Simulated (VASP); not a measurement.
**Ga4SbP3: single point with PBE**

Ga4SbP3:

```xyz
8
Lattice="5.6237 0.0000 0.0000 0.0000 5.6237 0.0000 0.0000 0.0000 5.6237" Properties=species:S:1:pos:R:3 pbc="T T T"
P     2.8118    0.0000    0.0000
P     0.0000    2.8118    0.0000
P     0.0000    0.0000    2.8118
Ga    1.3369    4.2867    4.2867
Ga    4.2867    1.3369    4.2867
Ga    4.2867    4.2867    1.3369
Ga    1.3369    1.3369    1.3369
Sb    2.8118    2.8118    2.8118
```

```json
{"Program": "VASP 6.6.1", "Task": "single point", "Functional": "PBE", "Potentials or basis": "VASP PAW PBE potentials, release 64 (P, Ga_d, Sb)", "Cutoff": "520 eV", "k mesh": "4 × 4 × 4", "Occupations": "fermi-dirac, width 0.02 eV", "Spin": "no spin polarisation", "Dipole correction": "no", "Further INCAR settings": "ALGO = Normal; EDIFF = 1e-07; NBANDS = 46"}
```

```
Pressure               : 2.3 GPa
Largest force          : 0.060 eV/Å
Band gap on the k mesh : 0.43 eV, direct
```

Forces on the atoms (eV/Å):
```
P    0.000  0.000  0.000
P    0.000  0.000  0.000
P    0.000  0.000  0.000
Ga  -0.035  0.035  0.035
Ga   0.035 -0.035  0.035
Ga   0.035  0.035 -0.035
Ga  -0.035 -0.035 -0.035
Sb   0.000  0.000  0.000
```

Levels at points of the mesh, in eV from the valence-band top:
| k point | band 34 | band 35 | band 36 | band 37 | band 38 | band 39 |
| --- | --- | --- | --- | --- | --- | --- |
| (0.00, 0.00, 0.00) | 0.00 | 0.00 | 0.00 | 0.43 | 1.42 | 1.42 |
| (0.50, 0.00, 0.00) | -2.11 | -1.38 | -1.38 | 1.60 | 1.94 | 2.84 |
| (0.50, 0.50, 0.00) | -1.51 | -0.92 | -0.92 | 2.34 | 2.34 | 3.01 |
| (0.50, 0.50, 0.50) | -0.61 | -0.61 | -0.61 | 0.92 | 0.92 | 0.92 |

Run time: 64 s on 1 thread of Intel(R) Xeon(R) Platinum 8488C (Sapphire Rapids), on a shared host, peak memory 0.29 GiB.

Caveat: spin-orbit coupling is left out, which moves the levels of the heavy elements. As with any semilocal functional, this PBE gap is likely too small.
